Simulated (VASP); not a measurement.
# Y (P6_3/mmc) in VASP: a series of runs, part 2 of 2

VASP 6.6.1.

## Step 4: Electric field gradients, PBEsol

File INCAR:

```
PREC     = Accurate       # precision mode
ENCUT    = 520            # plane-wave cutoff, eV
EDIFF    = 1E-8           # SCF threshold, eV
ISMEAR   = -1             # smearing method
SIGMA    = 0.05           # smearing width, eV
LREAL    = False          # projectors in reciprocal space
LASPH    = True           # aspherical terms in the spheres
NELM     = 60             # most SCF steps
ALGO     = Normal         # electronic algorithm
ISIF     = 2              # what is computed and relaxed
LWAVE    = False          # write WAVECAR
LCHARG   = False          # write CHGCAR
GGA      = PS             # functional
LEFG     = True         
NBANDS   = 18             # bands
```

File KPOINTS:

```
regular mesh
0
Gamma
  15 15 9
```

File POSCAR:

```
Y
1.0
    3.6425693921      0.0000000000      0.0000000000
   -1.8212846960      3.1545576286      0.0000000000
    0.0000000000      0.0000000000      5.8791583500
Y
2
Direct
    0.3333333333      0.6666666667      0.2500000000
    0.6666666667      0.3333333333      0.7500000000
```

Potentials or basis: VASP PAW PBE potentials, release 64 (Y_sv).

Command:

```
cat potpaw_PBE.64/Y_sv/POTCAR > POTCAR
mpirun -np 1 vasp_std > vasp.out
```

OUTCAR:

```text
PREC = Accurate
   ENCUT = 520
   EDIFF = 1E-8
   ISMEAR = -1
   LREAL = False
   LASPH = True
   NELM = 60
   ISIF = 2
   GGA = PS

 ion  position               nearest neighbor table
   1  0.333  0.667  0.250-   2 3.61   2 3.61   2 3.61   2 3.61   2 3.61   2 3.61
   2  0.667  0.333  0.750-   1 3.61   1 3.61   1 3.61   1 3.61   1 3.61   1 3.61

  LATTYP: Found a hexagonal cell.
 ALAT       =     3.6425693921
 C/A-ratio  =     1.6140140975

  Lattice vectors:

 A1 = (   3.6425693921,   0.0000000000,   0.0000000000)
 A2 = (  -1.8212846960,   3.1545576286,   0.0000000000)
 A3 = (   0.0000000000,   0.0000000000,   5.8791583500)

Analysis of symmetry for initial positions (statically):
=====================================================================
 Subroutine PRICEL returns:
 Original cell was already a primitive cell.

 Routine SETGRP: Setting up the symmetry group for a
 hexagonal supercell.

 Subroutine GETGRP returns: Found 24 space group operations
 (whereof 12 operations were pure point group operations)
 out of a pool of 24 trial point group operations.

The static configuration has the point symmetry D_3d.
 The point group associated with its full space group is D_6h.

Analysis of symmetry for dynamics (positions and initial velocities):
=====================================================================
 Subroutine PRICEL returns:
 Original cell was already a primitive cell.

 Routine SETGRP: Setting up the symmetry group for a
 hexagonal supercell.

 Subroutine GETGRP returns: Found 24 space group operations
[... 159 lines left out ...]
 k-point     1 :       0.0000    0.0000    0.0000
  band No.  band energies     occupation
      1     -39.9139      2.00000
      2     -39.8554      2.00000
      3     -20.1603      2.00000
      4     -19.7265      2.00000
      5     -19.7265      2.00000
      6     -19.6553      2.00000
[... 481 lines left out ...]
      5     -19.9075      2.00000
      6     -19.8990      2.00000
[... 10 lines left out ...]
     17       7.4834      0.00000
     18       7.6097      0.00000

 [... further k-points ...]

------------------------ aborting loop because EDIFF is reached ----------------------------------------

  FORCE on cell =-STRESS in cart. coord.  units (eV):
  Direction    XX          YY          ZZ          XY          YZ          ZX
  --------------------------------------------------------------------------------------
  -------------------------------------------------------------------------------------
  Total       -0.9554448     -0.9554448     -1.8165598     -0.0000000      0.0000000      0.0000000
  in kB      -22.6597287    -22.6597287    -43.0822939     -0.0000000      0.0000000      0.0000000
  external PRESSURE =     -29.4672504 kB  Pullay stress =       0.0000000 kB

 VOLUME and BASIS-vectors are now :
 -----------------------------------------------------------------------------
  energy-cutoff  :      520.00
  volume of cell :       67.56
      direct lattice vectors                 reciprocal lattice vectors
     3.642569392  0.000000000  0.000000000     0.274531489  0.158500829  0.000000000
    -1.821284696  3.154557629  0.000000000     0.000000000  0.317001658  0.000000000
     0.000000000  0.000000000  5.879158350     0.000000000  0.000000000  0.170092374

 POSITION                                       TOTAL-FORCE (eV/Angst)
 -----------------------------------------------------------------------------------
     -0.00000      2.10304      1.46979        -0.000000      0.000000      0.000000
      1.82128      1.05152      4.40937         0.000000     -0.000000      0.000000
 -----------------------------------------------------------------------------------
    total drift:                               -0.000000      0.000000     -0.000000

  FREE ENERGIE OF THE ION-ELECTRON SYSTEM (eV)
  ---------------------------------------------------
  free  energy   TOTEN  =       -13.5935813983 eV

  energy  without entropy=      -13.5574509042  energy(sigma->0) =      -13.57551615

 Electric field gradients (V/A^2)
---------------------------------------------------------------------
 ion       V_xx      V_yy      V_zz      V_xy      V_xz      V_yz
---------------------------------------------------------------------
   1      -8.467    -8.467    16.934     0.000     0.000    -0.000
   2      -8.467    -8.467    16.934     0.000    -0.000     0.000
---------------------------------------------------------------------

 Electric field gradients after diagonalization (V/A^2)
 (convention: |V_zz| > |V_xx| > |V_yy|)
----------------------------------------------------------------------
 ion       V_xx      V_yy      V_zz     asymmetry (V_yy - V_xx)/ V_zz
----------------------------------------------------------------------
   1      -8.467    -8.467    16.934       0.000
   2      -8.467    -8.467    16.934       0.000
----------------------------------------------------------------------

           NMR quadrupolar parameters

 Cq : quadrupolar parameter    Cq=e*Q*V_zz/h
 eta: asymmetry parameters     (V_yy - V_xx)/ V_zz
 Q  : nuclear electric quadrupole moment in mb (millibarn)
----------------------------------------------------------------------
 ion       Cq(MHz)       eta       Q (mb)
----------------------------------------------------------------------
   1       0.041       0.000       1.000
   2       0.041       0.000       1.000
----------------------------------------------------------------------
```

It took 8.6 min on 1 thread of Intel Xeon 8259CL, shared host; peak memory 0.3 GiB.

Results:

```
Free energy                             : -13.5936 eV
Pressure                                : -2.9 GPa
Band gap on the k mesh                  : zero (bands 11 and 12 overlap by 1.11 eV)
Largest electric field gradient by atom : Y +16.9 V/Å²
```

Electric field gradients, principal values (V/Å²):
```tsv
atom	least	middle	greatest (by size)
1 Y	-8.467	-8.467	16.934
2 Y	-8.467	-8.467	16.934
```

Caveat: without QUAD_EFG the Cq values of the log hold for a quadrupole moment of 1 mb, not for the nuclei; the PAW data sets were made with another functional, which shifts forces and pressure a little.

## Step 5: Overview

| level | k mesh | gap on the mesh (eV) | pressure (GPa) |
| --- | --- | --- | --- |
| PBE | 10 × 10 × 6 | none | -1.2 |
| r2SCAN | 10 × 10 × 6 | none | -0.2 |
| PBEsol | 15 × 15 × 9 | none | -2.9 |

Alike in all rows: task electric field gradients; potentials or basis VASP PAW PBE potentials, release 64 (Y_sv); no spin polarisation; cell as given; cutoff (eV) 520; smearing fermi-dirac 0.05 eV.

The pressure there spans -2.9 GPa (PBEsol) to -0.2 GPa (r2SCAN); a positive pressure means that this level wants a larger cell, a negative one a smaller.

Caveats: the PAW data sets were made with another functional, which shifts forces and pressure a little (at least some runs).

Absolute energies hang on the potentials; compare differences alone.
